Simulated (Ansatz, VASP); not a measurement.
**One calculation of In, two programs**

```
In
1.0
    -1.64822    1.69734    2.52498
     1.69734   -1.64822    2.52498
     1.60436    1.60436   -2.49270
In
1
Direct
  0.00000 0.00000 0.00000
```

Alike in both runs: task single point; functional PBE; k mesh 11 × 11 × 14; occupations gaussian, width 1 eV; no spin polarisation.

```csv
,VASP,Ansatz
version,VASP 6.6.1,Ansatz 0.2.0
potentials or method,"VASP PAW PBE potentials, release 64 (In_d), cutoff 520 eV","plane waves (420 eV) with PAW, scalar-relativistic"
valence electrons in the cell,13,13
```

|  | VASP | Ansatz | Ansatz less VASP |
| --- | --- | --- | --- |
| pressure (GPa) | 0.6 | 0.6 | +0.04 |
| traceless stress, the component that is largest in VASP (GPa) | -0.15 | -0.15 | -0.001 |

The functional is the same, so the differences come from potentials, cutoffs and numerics.
